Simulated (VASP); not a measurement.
A run of VASP 6.6.1:

Contents of POSCAR:

```
CdS
1.0
    0.0000000000      2.9453484428      2.9453484428
    2.9453484428      0.0000000000      2.9453484428
    2.9453484428      2.9453484428      0.0000000000
Cd S
1 1
Direct
    0.0000000000      0.0000000000      0.0000000000
    0.2500000000      0.2500000000      0.2500000000
```

File INCAR.step1:

```
SYSTEM = CdS
PREC = Accurate ; ENCUT = 520
EDIFF = 1E-5 ; ISMEAR = -1
SIGMA = 0.02 ; LREAL = .FALSE.
LASPH = .TRUE. ; NELM = 60
ALGO = Normal ; ISIF = 2
LWAVE = .TRUE. ; LCHARG = .FALSE.
GGA = PE ; NBANDS = 16
```

INCAR.step2

```
SYSTEM = CdS
PREC = Accurate ; ENCUT = 520
EDIFF = 1E-7 ; ISMEAR = -1
SIGMA = 0.02 ; LREAL = .FALSE.
LASPH = .TRUE. ; NELM = 60
ALGO = Normal ; ISIF = 2
LWAVE = .FALSE. ; LCHARG = .FALSE.
GGA = PE ; LHFCALC = .TRUE.
HFSCREEN = 0.2079 ; PRECFOCK = Normal
ISTART = 1 ; NBANDS = 16
```

The input KPOINTS:

```
regular mesh
0
G
  4 4 4
  0 0 0
```

Potentials or basis: VASP PAW PBE potentials, release 64 (Cd, S).

The run is started by

```sh
$ cat potpaw_PBE.64/Cd/POTCAR potpaw_PBE.64/S/POTCAR > POTCAR
$ cp INCAR.step1 INCAR
$ mpirun -np 1 vasp_std > vasp.out
$ cp INCAR.step2 INCAR
$ mpirun -np 1 vasp_std > vasp.out
```

Hardware: 1 thread of Intel(R) Xeon(R) 6975P-C (Granite Rapids), on a shared host.

Estimate the wall time of this run.

Run time: 3.5 min on 1 thread of Intel(R) Xeon(R) 6975P-C (Granite Rapids) (shared host), peak memory 0.28 GiB. Counts: k points 8.
